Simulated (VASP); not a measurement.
# CdS (CsCl type) (Pm-3m) in VASP: notebook

The runs below take CdS (CsCl type) through single point, relaxation of cell and atoms, with PBE.

All numbers are computed with VASP 6.6.1; they aren't measurements. Logs are shortened: lines on timing, memory, paths and dates and some standing lists are left out, and cuts for length are marked.

**1. The cell of the first run**

Symmetry: Pm-3m, No. 221, cubic system. Conventional cell: a = 2.911 Å, b = 2.911 Å, c = 2.911 Å, α = 90.00°, β = 90.00°, γ = 90.00°. Within 3.3 Å of Cd (site symmetry m-3m) lie 8 S at 2.52 Å and 6 Cd at 2.91 Å. Within 3.3 Å of S (site symmetry m-3m) lie 8 Cd at 2.52 Å and 6 S at 2.91 Å.

**2. Single point, PBE**

File INCAR:

```
SYSTEM = CdS
  PREC = Accurate
  ENCUT = 520
  EDIFF = 1E-6
  ISMEAR = -1
  SIGMA = 0.08
  LREAL = .False.
  LASPH = .True.
  NELM = 80
  ALGO = Normal
  ISIF = 2
  LWAVE = .False.
  LCHARG = .False.
  GGA = PE
  NBANDS = 16
```

File KPOINTS:

```
Automatic mesh
0
Gamma
  15 15 15
  0 0 0
```

File POSCAR:

```
CdS
1.0
    2.9106922774      0.0000000000      0.0000000000
    0.0000000000      2.9106922774      0.0000000000
    0.0000000000      0.0000000000      2.9106922774
Cd S
1 1
Direct
    0.0000000000      0.0000000000      0.0000000000
    0.5000000000      0.5000000000      0.5000000000
```

Potentials or basis: VASP PAW PBE potentials, release 64 (Cd, S).

On the command line:

```sh
$ cat potpaw_PBE.64/Cd/POTCAR potpaw_PBE.64/S/POTCAR > POTCAR
$ mpirun -np 1 vasp_std > vasp.out
```

OUTCAR:

```text
SYSTEM = CdS
   PREC = Accurate
   ENCUT = 520
   EDIFF = 1E-6
   ISMEAR = -1
   LREAL = .False.
   LASPH = .True.
   NELM = 80
   ISIF = 2
   GGA = PE

 ion  position               nearest neighbor table
   1  0.000  0.000  0.000-   2 2.52   2 2.52   2 2.52   2 2.52   2 2.52   2 2.52   2 2.52   2 2.52

   2  0.500  0.500  0.500-   1 2.52   1 2.52   1 2.52   1 2.52   1 2.52   1 2.52   1 2.52   1 2.52

  LATTYP: Found a simple cubic cell.
 ALAT       =     2.9106922774

  Lattice vectors:

 A1 = (   2.9106922774,   0.0000000000,   0.0000000000)
 A2 = (   0.0000000000,   2.9106922774,   0.0000000000)
 A3 = (   0.0000000000,   0.0000000000,   2.9106922774)

Analysis of symmetry for initial positions (statically):
=====================================================================
 Subroutine PRICEL returns:
 Original cell was already a primitive cell.

 Routine SETGRP: Setting up the symmetry group for a
 simple cubic supercell.

 Subroutine GETGRP returns: Found 48 space group operations
 (whereof 48 operations were pure point group operations)
 out of a pool of 48 trial point group operations.

The static configuration has the point symmetry O_h .

Analysis of symmetry for dynamics (positions and initial velocities):
=====================================================================
 Subroutine PRICEL returns:
 Original cell was already a primitive cell.

 Routine SETGRP: Setting up the symmetry group for a
 simple cubic supercell.

 Subroutine GETGRP returns: Found 48 space group operations
 (whereof 48 operations were pure point group operations)
 out of a pool of 48 trial point group operations.

The dynamic configuration has the point symmetry O_h .

 Subroutine INISYM returns: Found 48 space group operations
 (whereof 48 operations are pure point group operations),
 and found     1 'primitive' translations

----------------------------------------------------------------------------------------

                                     Primitive cell

  volume of cell :      24.6598

  direct lattice vectors                    reciprocal lattice vectors
     2.910692277  0.000000000  0.000000000     0.343560880  0.000000000  0.000000000
     0.000000000  2.910692277  0.000000000     0.000000000  0.343560880  0.000000000
     0.000000000  0.000000000  2.910692277     0.000000000  0.000000000  0.343560880

  length of vectors
     2.910692277  2.910692277  2.910692277     0.343560880  0.343560880  0.343560880

[... 74 lines left out ...]
   ISPIN  =      1    spin polarized calculation?
   LNONCOLLINEAR =      F non collinear calculations
   LSORBIT =      F    spin-orbit coupling
   LASPH  =      T    aspherical Exc in radial PAW
   ENCUT  =  520.0 eV  38.22 Ry    6.18 a.u.   5.41  5.41  5.41*2*pi/ulx,y,z
   NELM   =     80;   NELMIN=  2; NELMDL= -5     # of ELM steps
   EDIFF  = 0.1E-05   stopping-criterion for ELM
   LREAL  =      F    real-space projection
   EDIFFG = 0.1E-04   stopping-criterion for IOM
   NSW    =      0    number of steps for IOM
   IBRION =     -1    ionic relax: 0-MD 1-quasi-New 2-CG
   NFREE  =      0    steps in history (QN), initial steepest desc. (CG)
   ISIF   =      2    stress and relaxation
   ISYM   =      2    0-nonsym 1-usesym 2-fastsym
   POTIM  = 0.5000    time-step for ionic-motion
   TEBEG  =    0.0;   TEEND  =   0.0 temperature during run
   PSTRESS=    0.0 pullay stress
   NELECT =      18.0000    total number of electrons
   NUPDOWN=      -1.0000    fix difference up-down
   EMIN   =  10.00;   EMAX   =-10.00  energy-range for DOS
   EFERMI =   0.00;   METHOD = LEGACY
   ISMEAR =    -1;   SIGMA  =   0.08  broadening in eV -4-tet -1-fermi 0-gaus
   EFERMI_NEDOS =   21; number of points for ismear=-14 and -15
   IALGO  =     38    algorithm
   IMIX   =      4    mixing-type and parameters
     AMIX     =   0.40;   BMIX     =  1.00
     AMIX_MAG =   1.60;   BMIX_MAG =  1.00
  volume/ion in A,a.u.               =      12.33        83.21
  Fermi-wavevector in a.u.,A,eV,Ry     =   1.474018  2.785490 29.561763  2.172728
  Thomas-Fermi vector in A             =   2.588840
   LORBIT       =      0    0 simple, 1 ext, 2 COOP (PROOUT), +10 PAW based schemes
   GGA     = PE    functional components
   LHFCALC =     F    Hartree Fock is set to
   AEXX    =    0.0000 exact exchange contribution
   IVDW    =     0    specifies the selected vdW correction
   LEPSILON=     F    determine dielectric tensor
   LRPA    =     F    only Hartree local field effects (RPA)
 non-spin polarized calculation
  energy-cutoff  :      520.00
  volume of cell :       24.66
 maximum number of plane-waves:       691
 NGX is ok and might be reduce to    24
   NGX = 11   NGY = 11   NGZ = 11

 number of electron      17.9999994 magnetization

 Free energy of the ion-electron system (eV)
  ---------------------------------------------------
  ext. energy  EPLUGINS =         0.00000000
  ---------------------------------------------------
  free energy    TOTEN  =        -1.76971629 eV

  energy without entropy =       -1.74693044  energy(sigma->0) =       -1.75832336

 E-fermi :   9.7258     XC(G=0): -13.2809

 val. band max:        9.7223605115   @ k =   0.4667   0.4000   0.2667
 cond. band min:       9.7299612999   @ k =   0.4667   0.1333   0.0667
 fundamental gap:      0.0076007884
 Fermi energy:         9.7258124423

 k-point     1 :       0.0000    0.0000    0.0000
  band No.  band energies     occupation
      1      -8.1436      2.00000
      2      -1.2089      2.00000
      3      -1.2089      2.00000
      4       0.5266      2.00000
      5       0.5266      2.00000
      6       0.5266      2.00000
[... 433 lines left out ...]
      3      -0.6528      2.00000
      4      -0.1787      2.00000
      5      -0.1091      2.00000
      6       0.3449      2.00000
[... 8 lines left out ...]
     15      23.6454      0.00000
     16      24.6993      0.00000

 [... further k-points ...]
[... 5 lines left out ...]
  --------------------------------------------------------------------------------------
  -------------------------------------------------------------------------------------
  Total       15.8928529     15.8928529     15.8928529      0.0000000     -0.0000000      0.0000000
  in kB     1032.5796598   1032.5796598   1032.5796598      0.0000000     -0.0000000      0.0000000
  external PRESSURE =    1032.5796598 kB  Pullay stress =       0.0000000 kB

 VOLUME and BASIS-vectors are now :
 -----------------------------------------------------------------------------
  energy-cutoff  :      520.00
  volume of cell :       24.66
      direct lattice vectors                 reciprocal lattice vectors
     2.910692277  0.000000000  0.000000000     0.343560880  0.000000000  0.000000000
     0.000000000  2.910692277  0.000000000     0.000000000  0.343560880  0.000000000
     0.000000000  0.000000000  2.910692277     0.000000000  0.000000000  0.343560880

 POSITION                                       TOTAL-FORCE (eV/Angst)
 -----------------------------------------------------------------------------------
      0.00000      0.00000      0.00000         0.000000      0.000000      0.000000
      1.45535      1.45535      1.45535         0.000000      0.000000      0.000000
 -----------------------------------------------------------------------------------
    total drift:                                0.000000      0.000000     -0.000000

  FREE ENERGIE OF THE ION-ELECTRON SYSTEM (eV)
  ---------------------------------------------------
  free  energy   TOTEN  =        -1.7697162870 eV

  energy  without entropy=       -1.7469304376  energy(sigma->0) =       -1.75832336
```

It took 12 s on 1 thread of Intel Xeon 6975P-C (Granite Rapids), shared host; peak memory 0.17 GiB.

What came out:

| Item | Value |
| --- | --- |
| Free energy | -1.7697 eV |
| Pressure | 103.3 GPa |
| Band gap on the k mesh | zero (band 9 reaches 10.21 eV, above the bottom of band 10 at 8.72 eV) |

Levels at points of the mesh, in eV from the Fermi level:
```
           k point  band 5  band 6  band 7  band 8  band 9  band 10  band 11  band 12  band 13  band 14
(0.00, 0.00, 0.00)   -9.20   -9.20   -2.39   -2.39   -2.39     1.89     6.02     6.02    16.38    16.38
```

**3. Relaxation of cell and atoms, PBE, target pressure 100 GPa, at which the enthalpy is minimised**

File INCAR:

```
ALGO = Normal
EDIFF = 1E-7
EDIFFG = -0.005
ENCUT = 600
GGA = PE
IBRION = 2
ISIF = 3
ISMEAR = -1
LASPH = T
LCHARG = F
LREAL = F
LWAVE = F
NELM = 60
NSW = 32
PREC = Accurate
PSTRESS = 1000.0
SIGMA = 0.08
```

File KPOINTS:

```
k-points
0
Gamma
  15 15 15
```

POSCAR is that of step 2.

Potentials or basis: VASP PAW PBE potentials, release 64 (Cd, S).

On the command line:

```sh
$ cat potpaw_PBE.64/Cd/POTCAR potpaw_PBE.64/S/POTCAR > POTCAR
$ mpirun -np 1 vasp_std > vasp.out
```

Wall time 26 s (1 thread of Intel Xeon 6975P-C (Granite Rapids), shared host); peak memory 0.17 GiB.

It converged, with:

```
Free energy                                            : -1.8818 eV
Relaxed volume                                         : 12.42 Å³/atom
Relaxed cell                                           : a = 2.918 Å, b = 2.918 Å, c = 2.918 Å, α = 90.00°, β = 90.00°, γ = 90.00°
Space group after relaxing (to 0.05 Å)                 : Pm-3m (No. 221)
Energy change on relaxing (the enthalpy is what falls) : -55.9 meV/atom
Ionic steps                                            : 3
Pressure after relaxing                                : 100.0 GPa
Band gap on the k mesh                                 : zero (band 9 reaches 10.09 eV, above the bottom of band 10 at 8.62 eV)
```

Step by step:
```csv
step,energy change (eV),largest force (eV/Å),pressure (GPa),volume (Å³)
1,0.0000,0.0000,103.17,24.66
2,-0.5252,0.0000,88.13,25.54
3,-0.1117,0.0000,99.99,24.84
```

Final structure:
```cif
data_structure
_symmetry_space_group_name_H-M 'P 1'
_symmetry_Int_Tables_number 1
_cell_length_a 2.9176
_cell_length_b 2.9176
_cell_length_c 2.9176
_cell_angle_alpha 90.000
_cell_angle_beta 90.000
_cell_angle_gamma 90.000
_cell_volume 24.84
loop_
_atom_site_label
_atom_site_type_symbol
_atom_site_fract_x
_atom_site_fract_y
_atom_site_fract_z
_atom_site_occupancy
Cd1 Cd 0.00000 0.00000 0.00000 1
S1 S 0.50000 0.50000 0.50000 1
```

Levels at points of the mesh, in eV from the Fermi level:
```tsv
k point	band 6	band 7	band 8	band 9	band 10	band 11	band 12	band 13
(0.00, 0.00, 0.00)	-9.17	-2.37	-2.37	-2.37	1.83	6.03	6.03	16.35
```

Caveat: the cell is relaxed towards a set pressure, so the enthalpy falls and the energy may rise.

**4. Relaxation of cell and atoms, PBE, target pressure 100 GPa, at which the enthalpy is minimised**

This run uses another cell than the first one, of 12.50 Å³/atom, 1.014 times its volume.

File INCAR:

```
SYSTEM = CdS
PREC = Accurate
ENCUT = 600
EDIFF = 1E-7
ISMEAR = -1
SIGMA = 0.08
LREAL = .False.
LASPH = .True.
NELM = 100
ALGO = Normal
ISIF = 3
LWAVE = .False.
LCHARG = .False.
GGA = PE
IBRION = 2
NSW = 60
EDIFFG = -0.005
PSTRESS = 1000.0
```

File KPOINTS:

```
regular mesh
0
Gamma
  15 15 15
  0 0 0
```

File POSCAR:

```
CdS
1.0
    2.9242209054      0.0000000000      0.0000000000
    0.0000000000      2.9242209054      0.0000000000
    0.0000000000      0.0000000000      2.9242209054
Cd S
1 1
Direct
    0.0000000000      0.0000000000      0.0000000000
    0.5000000000      0.5000000000      0.5000000000
```

On the command line:

```sh
$ cat potpaw_PBE.64/Cd/POTCAR potpaw_PBE.64/S/POTCAR > POTCAR
$ mpirun -np 1 vasp_std > vasp.out
```

Run time: 27 s. Hardware: 1 thread of Intel Xeon 6975P-C (Granite Rapids), shared host; peak memory 0.17 GiB.

The run converged. Its results:

```yaml
Free_energy: -1.8822 eV
Relaxed_volume: 12.42 Å³/atom
Relaxed_cell: a = 2.918 Å, b = 2.918 Å, c = 2.918 Å, α = 90.00°, β = 90.00°, γ = 90.00°
Space_group_after_relaxing_to_0.05_Å: Pm-3m (No. 221)
Energy_change_on_relaxing_the_enthalpy_is_what_falls: +52.0 meV/atom
Ionic_steps: 3
Pressure_after_relaxing: 100.0 GPa
Band_gap_on_the_k_mesh: zero (band 9 reaches 10.09 eV, above the bottom of band 10 at 8.62 eV)
```

Step by step:
| step | energy change (eV) | largest force (eV/Å) | pressure (GPa) | volume (Å³) |
| --- | --- | --- | --- | --- |
| 1 | 0.0000 | 0.0000 | 96.99 | 25.01 |
| 2 | 0.5488 | 0.0000 | 112.72 | 24.17 |
| 3 | 0.1039 | 0.0000 | 100.00 | 24.84 |

Final structure:
```
CELL_PARAMETERS angstrom
2.91761 0.00000 0.00000
0.00000 2.91761 0.00000
0.00000 0.00000 2.91761
ATOMIC_POSITIONS crystal
Cd 0.00000 0.00000 0.00000
S 0.50000 0.50000 0.50000
```

Levels at points of the mesh, in eV from the Fermi level:
```csv
k point,band 5,band 6,band 7,band 8,band 9,band 10,band 11,band 12,band 13
"(0.00, 0.00, 0.00)",-9.17,-9.17,-2.37,-2.37,-2.37,1.83,6.03,6.03,16.35
```

Caveat: the cell is relaxed towards a set pressure, so the enthalpy falls and the energy may rise.

**5. The runs side by side**

```tsv
task	cell	cutoff (eV)	gap on the mesh (eV)	pressure (GPa)
single point	a = 2.911 Å, 2 atoms	520	none	103.3
relaxation of cell and atoms	relaxed to 100 GPa from a = 2.911 Å, 2 atoms	600	none	100.0
relaxation of cell and atoms	relaxed to 100 GPa from a = 2.924 Å, 2 atoms	600	none	100.0
```

Alike in all rows: level PBE; potentials or basis VASP PAW PBE potentials, release 64 (Cd, S); no spin polarisation; k mesh 15 × 15 × 15; smearing fermi-dirac 0.08 eV.

Caveats: the cell is relaxed towards a set pressure, so the enthalpy falls and the energy may rise (some runs).

Absolute energies hang on the potentials; compare differences alone.
